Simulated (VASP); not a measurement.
Here is a VASP 6.6.1 calculation.

INCAR

```
SYSTEM = SnTe
PREC     = Accurate       ! precision mode
ENCUT    = 520            ! plane-wave cutoff, eV
EDIFF    = 1E-7           ! SCF threshold, eV
ISMEAR   = 0              ! smearing method
SIGMA    = 0.02           ! smearing width, eV
LREAL    = .FALSE.        ! projectors in reciprocal space
LASPH    = .TRUE.         ! aspherical terms in the spheres
NELM     = 100            ! most SCF steps
ALGO     = Normal         ! electronic algorithm
ISIF     = 2              ! what is computed and relaxed
LWAVE    = .FALSE.        ! write WAVECAR
LCHARG   = .FALSE.        ! write CHGCAR
GGA      = PE             ! functional
IVDW     = 12             ! dispersion correction
NBANDS   = 17             ! bands
```

The input KPOINTS:

```
Automatic mesh
0
G
  12 12 12
  0 0 0
```

POSCAR

```
SnTe
1.0
    2.2300857429      1.2875406040      3.6441072326
   -2.2300857429      1.2875406040      3.6441072326
    0.0000000000     -2.5750812080      3.6441072326
Sn Te
1 1
Direct
    1.0102120099      1.0102120099      1.0102120099
    0.5107879901      0.5107879901      0.5107879901
```

Potentials or basis: VASP PAW PBE potentials, release 64 (Sn_d, Te).

The run is started by

```console
$ cat potpaw_PBE.64/Sn_d/POTCAR potpaw_PBE.64/Te/POTCAR > POTCAR
$ mpirun -np 1 vasp_std > vasp.out
```

Task: Predict the pressure.

Result: -0.1 GPa.

Task: Predict the band gap on the k mesh.

Result: 0.08 eV.

Task: Predict the dispersion energy per atom.

Result: -0.399 eV.

Caveat: semilocal functionals underestimate gaps, and a narrow one can read as zero; spin-orbit coupling is left out, which moves the levels of the heavy elements. A k mesh can miss the band edges.
